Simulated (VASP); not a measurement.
# CdSe in VASP: one cell, several levels of theory

What does VASP give for CdSe built on the zincblende prototype, under -1.0 % equal strain in all directions, the cell held fixed? Runs: PBE, r2SCAN. The results are then set beside those of Ansatz 0.2.0 for the same cell.

Program: VASP 6.6.1. PAW datasets, plane waves. No spin polarisation and no zero-point or thermal motion.

## 1. The cell

The cell comes from an earlier relaxation with r2SCAN in another program.

Space group F-43m (No. 216), cubic; a = 6.074 Å in the conventional setting, 28.01 Å³ an atom. Around Cd lie 4 Se at 2.63 Å; around Se lie 4 Cd at 2.63 Å.

Coordinates:

```
CELL_PARAMETERS angstrom
0.00000 3.03710 3.03710
3.03710 0.00000 3.03710
3.03710 3.03710 0.00000
ATOMIC_POSITIONS crystal
Cd 0.00000 0.00000 0.00000
Se 0.25000 0.25000 0.25000
```

## 2. PBE

The input, INCAR:

```
ENCUT = 520.000000
SIGMA = 0.020000
EDIFF = 1.00e-07
GGA = PE
PREC = Accurate
IBRION = -1
ISIF = 2
ISMEAR = -1
NBANDS = 16
NELM = 120
NSW = 0
LASPH = .TRUE.
LCHARG = .FALSE.
LWAVE = .FALSE.
LREAL = .FALSE.
```

The input, KPOINTS:

```
KPOINTS created by Atomic Simulation Environment
0
Gamma
8 8 8
0 0 0
```

The input, KPOINTS_OPT:

```
special points
6
Reciprocal
0.0000000000 0.0000000000 0.0000000000 1
-0.5000000000 -0.5000000000 0.0000000000 1
-0.3750000000 -0.3750000000 0.2500000000 1
-0.3750000000 0.0000000000 0.3750000000 1
0.0000000000 0.0000000000 0.5000000000 1
-0.5000000000 -0.2500000000 0.2500000000 1
```

The input, POSCAR:

```
Cd Se
 1.0000000000000000
     0.0000000000000000    3.0371031557000001    3.0371031557000001
     3.0371031557000001    0.0000000000000000    3.0371031557000001
     3.0371031557000001    3.0371031557000001    0.0000000000000000
 Cd  Se
   1   1
Cartesian
  0.0000000000000000  0.0000000000000000  0.0000000000000000
  1.5185515778500005  1.5185515778500005  1.5185515778500005
```

Potentials: the recommended PBE PAW datasets, 18 valence electrons in the neutral cell.

Launch:

```bash
$ mpirun -np 1 vasp_std
```

Standard output, without the iteration lines:

```text
POSCAR found type information on POSCAR CdSe
 POSCAR found :  2 types and       2 ions
 LDA part: xc-table for (Slater+PW92), standard interpolation
 POSCAR, INCAR and KPOINTS ok, starting setup
 FFT: planning ... GRIDC
 FFT: planning ... GRID_SOFT
 FFT: planning ... GRID
 WAVECAR not read
 entering main loop
 Start KPOINTS_OPT (optional k-point list driver)
k-point batch [1-6\6]
```

OSZICAR:

```text
N       E                     dE             d eps       ncg     rms          rms(c)
DAV:   1     0.109833412036E+03    0.10983E+03   -0.86795E+03   928   0.101E+03
DAV:   2    -0.173559832602E+01   -0.11157E+03   -0.10560E+03  1144   0.251E+02
DAV:   3    -0.581935866895E+01   -0.40838E+01   -0.40786E+01  1160   0.501E+01
DAV:   4    -0.583628299068E+01   -0.16924E-01   -0.16924E-01  1104   0.322E+00
DAV:   5    -0.583639112093E+01   -0.10813E-03   -0.10813E-03  1184   0.224E-01    0.629E+00
DAV:   6    -0.548294935543E+01    0.35344E+00   -0.53590E-01  1344   0.886E+00    0.496E+00
DAV:   7    -0.546081658673E+01    0.22133E-01   -0.14751E-01  1112   0.255E+00    0.211E+00
DAV:   8    -0.546173539955E+01   -0.91881E-03   -0.13995E-02  1048   0.145E+00    0.253E-01
DAV:   9    -0.546190222567E+01   -0.16683E-03   -0.14553E-03  1136   0.501E-01    0.457E-02
DAV:  10    -0.546196852478E+01   -0.66299E-04   -0.16066E-04  1192   0.159E-01    0.422E-02
DAV:  11    -0.546201601487E+01   -0.47490E-04   -0.78090E-05  1112   0.560E-02    0.152E-02
DAV:  12    -0.546201587492E+01    0.13995E-06   -0.22525E-06  1112   0.192E-02    0.493E-03
DAV:  13    -0.546201638143E+01   -0.50651E-06   -0.15127E-06  1184   0.706E-03    0.247E-03
DAV:  14    -0.546201638453E+01   -0.31009E-08   -0.30116E-08   872   0.124E-03
   1 F= -.54620164E+01 E0= -.54620164E+01  d E =-.880560E-09
       N       E                     dE             ncg
DAV:   1     0.994869795446E+03   -0.28705E+04      200
DAV:   2     0.368624401705E+03   -0.62625E+03      240
DAV:   3     0.347651841457E+03   -0.20973E+02      232
DAV:   4     0.347574530685E+03   -0.77311E-01      248
DAV:   5     0.347574004089E+03   -0.52660E-03      240
DAV:   6     0.347573997816E+03   -0.62731E-05      248
DAV:   7     0.347573997718E+03   -0.97578E-07      256
```

The lines after F= are the extra pass for the points of KPOINTS_OPT, at fixed density; their E is not a total energy.

OUTCAR, selected sections:

```text
k-points           NKPTS =     29   k-points in BZ     NKDIM =     29   number of bands    NBANDS=     16

   NELECT =      18.0000    total number of electrons

   dimension x,y,z NGX =    32 NGY =   32 NGZ =   32
   dimension x,y,z NGXF=    64 NGYF=   64 NGZF=   64

  energy-cutoff  :      520.00
  volume of cell :       56.03
      direct lattice vectors                 reciprocal lattice vectors
     0.000000000  3.037103156  3.037103156    -0.164630562  0.164630562  0.164630562
     3.037103156  0.000000000  3.037103156     0.164630562 -0.164630562  0.164630562
     3.037103156  3.037103156  0.000000000     0.164630562  0.164630562 -0.164630562

 k-points in reciprocal lattice and weights: KPOINTS created by Atomic Simulation Env
   0.00000000  0.00000000  0.00000000       0.002
   0.12500000  0.00000000  0.00000000       0.016
   0.25000000  0.00000000  0.00000000       0.016
   0.37500000  0.00000000  0.00000000       0.016
   0.50000000  0.00000000  0.00000000       0.008
   0.12500000  0.12500000  0.00000000       0.012
   0.25000000  0.12500000  0.00000000       0.047
   0.37500000  0.12500000  0.00000000       0.047
[... 21 more k-points ...]

 E-fermi :   1.2938

 k-point     1 :       0.0000    0.0000    0.0000
  band No.  band energies     occupation
      1     -11.6422      2.00000
      2      -6.9738      2.00000
      3      -6.9738      2.00000
      4      -6.9738      2.00000
      5      -6.5948      2.00000
      6      -6.5948      2.00000
      7       0.9743      2.00000
      8       0.9743      2.00000
      9       0.9743      2.00000
     10       1.5921      0.00000
     11       6.9097      0.00000
     12       6.9097      0.00000
     13       6.9097      0.00000
     14      10.7780      0.00000
     15      12.0837      0.00000
     16      12.0837      0.00000

 k-point     2 :       0.1250    0.0000    0.0000
  band No.  band energies     occupation
      1     -11.5880      2.00000
      2      -6.9564      2.00000
      3      -6.9564      2.00000
      4      -6.9257      2.00000
      5      -6.5958      2.00000
      6      -6.5958      2.00000
      7      -0.2382      2.00000
      8       0.8478      2.00000
      9       0.8478      2.00000
     10       2.5907      0.00000
     11       6.7043      0.00000
     12       7.1141      0.00000
     13       7.1141      0.00000
     14      11.3097      0.00000
     15      11.3097      0.00000
     16      11.4934      0.00000

 k-point     3 :       0.2500    0.0000    0.0000
  band No.  band energies     occupation
      1     -11.4557      2.00000
      2      -6.9184      2.00000
      3      -6.9184      2.00000
      4      -6.7613      2.00000
      5      -6.5927      2.00000
      6      -6.5927      2.00000
      7      -1.7034      2.00000
      8       0.5687      2.00000
      9       0.5687      2.00000
     10       3.2832      0.00000
     11       6.9507      0.00000
     12       7.4313      0.00000
     13       7.4313      0.00000
     14      11.0649      0.00000
     15      11.0649      0.00000
     16      11.1180      0.00000

 k-point     4 :       0.3750    0.0000    0.0000
  band No.  band energies     occupation
      1     -11.3217      2.00000
      2      -6.8883      2.00000
      3      -6.8883      2.00000
      4      -6.5798      2.00000
      5      -6.5798      2.00000
      6      -6.4811      2.00000
      7      -2.9156      2.00000
      8       0.3173      2.00000
      9       0.3173      2.00000
     10       3.3945      0.00000
     11       7.4665      0.00000
     12       7.4665      0.00000
     13       7.8955      0.00000
     14      10.8163      0.00000
     15      11.9524      0.00000
     16      11.9524      0.00000

 k-point     5 :       0.5000    0.0000    0.0000
  band No.  band energies     occupation
      1     -11.2660      2.00000
      2      -6.8787      2.00000
      3      -6.8787      2.00000
      4      -6.5709      2.00000
      5      -6.5709      2.00000
      6      -6.2967      2.00000
      7      -3.4386      2.00000
      8       0.2193      2.00000
      9       0.2193      2.00000
     10       3.3740      0.00000
     11       7.4189      0.00000
     12       7.4189      0.00000
     13       8.4100      0.00000
     14      11.0367      0.00000
     15      13.1376      0.00000
     16      13.1376      0.00000

[... the tables of k-points 6 to 29 left out ...]

  Total        1.1855602      1.1855602      1.1855602      0.0000000      0.0000000      0.0000000
  in kB       33.9020207     33.9020207     33.9020207      0.0000000      0.0000000      0.0000000
  external PRESSURE =      33.9020207 kB  Pullay stress =       0.0000000 kB

 POSITION                                       TOTAL-FORCE (eV/Angst)
 -----------------------------------------------------------------------------------
      0.00000      0.00000      0.00000         0.000000      0.000000      0.000000
      1.51855      1.51855      1.51855        -0.000000     -0.000000     -0.000000
 -----------------------------------------------------------------------------------
    total drift:                               -0.000000     -0.000000     -0.000000

  FREE ENERGIE OF THE ION-ELECTRON SYSTEM (eV)
  ---------------------------------------------------
  free  energy   TOTEN  =        -5.4620163845 eV

  energy  without entropy=       -5.4620163837  energy(sigma->0) =       -5.46201638
```

Hardware: 1 MPI rank of Intel Xeon Platinum 8488C, shared host.

The levels at the points of KPOINTS_OPT are read from vasprun.xml.

Near the gap, in eV above the top of the last filled band v; c is the band after it:

| point | v−1 | v | c | c+1 |
| --- | --- | --- | --- | --- |
| Γ | 0.00 | 0.00 | 0.62 | 5.94 |
| X | -1.87 | -1.87 | 3.13 | 3.76 |
| U | -2.54 | -1.53 | 3.71 | 5.17 |
| K | -2.54 | -1.53 | 3.71 | 5.17 |
| L | -0.76 | -0.76 | 2.40 | 6.44 |
| W | -2.25 | -2.23 | 5.06 | 5.22 |

The PBE gap is 0.62 eV, direct at Γ. The pressure is 3.39 GPa; the forces vanish within 0.01 eV/Å.

## 3. r2SCAN at this geometry

The input, INCAR:

```
ENCUT = 520.000000
SIGMA = 0.010000
EDIFF = 1.00e-07
ALGO = Normal
METAGGA = R2SCAN
PREC = Accurate
IBRION = -1
ISIF = 2
ISMEAR = 0
NBANDS = 16
NELM = 120
NSW = 0
LASPH = .TRUE.
LCHARG = .FALSE.
LWAVE = .FALSE.
LREAL = .FALSE.
```

KPOINTS is that of step 2.

KPOINTS_OPT is that of step 2.

POSCAR is that of step 2.

Launch:

```bash
$ mpirun -np 1 vasp_std
```

Printed to the terminal (iteration lines stand in OSZICAR):

```text
POSCAR found type information on POSCAR CdSe
 POSCAR found :  2 types and       2 ions
 -----------------------------------------------------------------------------
|                                                                             |
|                                                                             |
|     You enforced a specific xc type in the INCAR file but a different       |
|     I HOPE YOU KNOW WHAT YOU ARE DOING!                                     |
|                                                                             |
 -----------------------------------------------------------------------------

 LDA part: xc-table for (None), standard interpolation
 POSCAR, INCAR and KPOINTS ok, starting setup
 FFT: planning ... GRIDC
 FFT: planning ... GRID_SOFT
 FFT: planning ... GRID
 WAVECAR not read
 entering main loop
 Start KPOINTS_OPT (optional k-point list driver)
k-point batch [1-6\6]
```

OSZICAR:

```text
N       E                     dE             d eps       ncg     rms          rms(c)
DAV:   1     0.762742975191E+02    0.76274E+02   -0.88216E+03   944   0.103E+03
DAV:   2    -0.365877644693E+02   -0.11286E+03   -0.10663E+03  1136   0.254E+02
DAV:   3    -0.407600566431E+02   -0.41723E+01   -0.41666E+01  1144   0.513E+01
DAV:   4    -0.407766356651E+02   -0.16579E-01   -0.16579E-01  1128   0.325E+00
DAV:   5    -0.407767463278E+02   -0.11066E-03   -0.11066E-03  1176   0.232E-01    0.601E+00
DAV:   6    -0.359251736098E+02    0.48516E+01   -0.30140E+00   952   0.239E+01    0.759E+00
DAV:   7    -0.358912948980E+02    0.33879E-01   -0.22129E-01  1088   0.476E+00    0.445E+00
DAV:   8    -0.359009963930E+02   -0.97015E-02   -0.72867E-02  1112   0.279E+00    0.829E-01
DAV:   9    -0.359049286003E+02   -0.39322E-02   -0.64685E-03  1168   0.641E-01    0.209E-01
DAV:  10    -0.359049321723E+02   -0.35719E-05   -0.21006E-03  1160   0.445E-01    0.113E-01
DAV:  11    -0.359048837898E+02    0.48383E-04   -0.11588E-04  1072   0.151E-01    0.553E-02
DAV:  12    -0.359048786489E+02    0.51409E-05   -0.14028E-04  1144   0.143E-01    0.213E-02
DAV:  13    -0.359048759464E+02    0.27025E-05   -0.65673E-06  1024   0.382E-02    0.462E-03
DAV:  14    -0.359048754232E+02    0.52320E-06   -0.10374E-06  1144   0.121E-02    0.159E-03
DAV:  15    -0.359048754762E+02   -0.53011E-07   -0.10033E-07   616   0.448E-03
   1 F= -.35904875E+02 E0= -.35904875E+02  d E =-.117980E-13
       N       E                     dE             ncg
DAV:   1     0.964680559537E+03   -0.29007E+04      200
DAV:   2     0.318959873657E+03   -0.64572E+03      240
DAV:   3     0.297143339413E+03   -0.21817E+02      248
DAV:   4     0.297067115985E+03   -0.76223E-01      232
DAV:   5     0.297066545407E+03   -0.57058E-03      264
DAV:   6     0.297066538264E+03   -0.71430E-05      224
DAV:   7     0.297066538148E+03   -0.11575E-06      256
DAV:   8     0.297066538146E+03   -0.19611E-08      176
```

From OUTCAR:

```text
k-points           NKPTS =     29   k-points in BZ     NKDIM =     29   number of bands    NBANDS=     16

   NELECT =      18.0000    total number of electrons

   dimension x,y,z NGX =    32 NGY =   32 NGZ =   32
   dimension x,y,z NGXF=    64 NGYF=   64 NGZF=   64

  energy-cutoff  :      520.00
  volume of cell :       56.03
      direct lattice vectors                 reciprocal lattice vectors
     0.000000000  3.037103156  3.037103156    -0.164630562  0.164630562  0.164630562
     3.037103156  0.000000000  3.037103156     0.164630562 -0.164630562  0.164630562
     3.037103156  3.037103156  0.000000000     0.164630562  0.164630562 -0.164630562

 k-points in reciprocal lattice and weights: KPOINTS created by Atomic Simulation Env
   0.00000000  0.00000000  0.00000000       0.002
   0.12500000  0.00000000  0.00000000       0.016
   0.25000000  0.00000000  0.00000000       0.016
   0.37500000  0.00000000  0.00000000       0.016
   0.50000000  0.00000000  0.00000000       0.008
   0.12500000  0.12500000  0.00000000       0.012
   0.25000000  0.12500000  0.00000000       0.047
   0.37500000  0.12500000  0.00000000       0.047
[... 21 more k-points ...]

 E-fermi :   0.7225

 k-point     1 :       0.0000    0.0000    0.0000
  band No.  band energies     occupation
      1     -12.3685      2.00000
      2      -7.5039      2.00000
      3      -7.5039      2.00000
      4      -7.5039      2.00000
      5      -7.0965      2.00000
      6      -7.0965      2.00000
      7       0.6758      2.00000
      8       0.6758      2.00000
      9       0.6758      2.00000
     10       1.7713      0.00000
     11       7.1502      0.00000
     12       7.1502      0.00000
     13       7.1502      0.00000
     14      11.0232      0.00000
     15      12.3379      0.00000
     16      12.3379      0.00000

 k-point     2 :       0.1250    0.0000    0.0000
  band No.  band energies     occupation
      1     -12.3132      2.00000
      2      -7.4856      2.00000
      3      -7.4856      2.00000
      4      -7.4517      2.00000
      5      -7.0974      2.00000
      6      -7.0974      2.00000
      7      -0.4556      2.00000
      8       0.5488      2.00000
      9       0.5488      2.00000
     10       2.6953      0.00000
     11       6.9044      0.00000
     12       7.3591      0.00000
     13       7.3591      0.00000
     14      11.5257      0.00000
     15      11.5257      0.00000
     16      11.7569      0.00000

 k-point     3 :       0.2500    0.0000    0.0000
  band No.  band energies     occupation
      1     -12.1780      2.00000
      2      -7.4452      2.00000
      3      -7.4452      2.00000
      4      -7.2760      2.00000
      5      -7.0941      2.00000
      6      -7.0941      2.00000
      7      -1.9722      2.00000
      8       0.2669      2.00000
      9       0.2669      2.00000
     10       3.4402      0.00000
     11       7.1039      0.00000
     12       7.6673      0.00000
     13       7.6673      0.00000
     14      11.2780      0.00000
     15      11.2848      0.00000
     16      11.2848      0.00000

 k-point     4 :       0.3750    0.0000    0.0000
  band No.  band energies     occupation
      1     -12.0414      2.00000
      2      -7.4125      2.00000
      3      -7.4125      2.00000
      4      -7.0811      2.00000
      5      -7.0811      2.00000
      6      -6.9810      2.00000
      7      -3.2333      2.00000
      8       0.0113      2.00000
      9       0.0113      2.00000
     10       3.5670      0.00000
     11       7.6670      0.00000
     12       7.6670      0.00000
     13       8.0267      0.00000
     14      11.0001      0.00000
     15      12.2471      0.00000
     16      12.2471      0.00000

 k-point     5 :       0.5000    0.0000    0.0000
  band No.  band energies     occupation
      1     -11.9845      2.00000
      2      -7.4018      2.00000
      3      -7.4018      2.00000
      4      -7.0723      2.00000
      5      -7.0723      2.00000
      6      -6.7888      2.00000
      7      -3.7763      2.00000
      8      -0.0887      2.00000
      9      -0.0887      2.00000
     10       3.5459      0.00000
     11       7.6031      0.00000
     12       7.6031      0.00000
     13       8.5099      0.00000
     14      11.2827      0.00000
     15      13.5064      0.00000
     16      13.5064      0.00000

[... the tables of k-points 6 to 29 left out ...]

  Total        0.6593789      0.6593789      0.6593789      0.0000000     -0.0000000      0.0000000
  in kB       18.8554557     18.8554557     18.8554557      0.0000000     -0.0000000      0.0000000
  external PRESSURE =      18.8554557 kB  Pullay stress =       0.0000000 kB

 POSITION                                       TOTAL-FORCE (eV/Angst)
 -----------------------------------------------------------------------------------
      0.00000      0.00000      0.00000        -0.000000     -0.000000     -0.000000
      1.51855      1.51855      1.51855         0.000000      0.000000      0.000000
 -----------------------------------------------------------------------------------
    total drift:                               -0.000001     -0.000001     -0.000002

  FREE ENERGIE OF THE ION-ELECTRON SYSTEM (eV)
  ---------------------------------------------------
  free  energy   TOTEN  =       -35.9048754762 eV

  energy  without entropy=      -35.9048754762  energy(sigma->0) =      -35.90487548
```

Hardware: 1 MPI rank of Intel Xeon Platinum 8488C, shared host.

The levels at the points of KPOINTS_OPT are read from vasprun.xml.

Band energies at the special points (eV, zero at the top of v, the last band that the electrons fill by count):

| point | v−1 | v | c | c+1 |
| --- | --- | --- | --- | --- |
| Γ | 0.00 | 0.00 | 1.10 | 6.47 |
| X | -1.90 | -1.90 | 3.45 | 4.16 |
| U | -2.59 | -1.55 | 4.09 | 5.59 |
| K | -2.59 | -1.55 | 4.09 | 5.59 |
| L | -0.76 | -0.76 | 2.87 | 6.93 |
| W | -2.30 | -2.26 | 5.51 | 5.55 |

The r2SCAN gap is 1.10 eV, direct at Γ. The pressure is 1.89 GPa; the forces vanish within 0.01 eV/Å.

## 4. Summary

```
 level  gap (eV)  pressure (GPa)  Ansatz: gap (eV)  Ansatz: pressure (GPa)
   PBE      0.62            3.39              0.62                    3.06
r2SCAN      1.10            1.89              1.10                    1.61
```

In words: The gap spans 0.62 eV (PBE) to 1.10 eV (r2SCAN). At this one volume the pressure spans 1.9 GPa (r2SCAN) to 3.4 GPa (PBE): PBE wants the largest cell and r2SCAN the smallest. The two programs agree on the gap within 0.02 eV, far less than the spread between functionals. Datasets and cutoffs are each program's own. VASP's cell holds 18 valence electrons and Ansatz's 36.

VASP's potentials hold 18 valence electrons a cell and Ansatz's 36, so a difference between the two programs can come from the potentials and not from the codes.
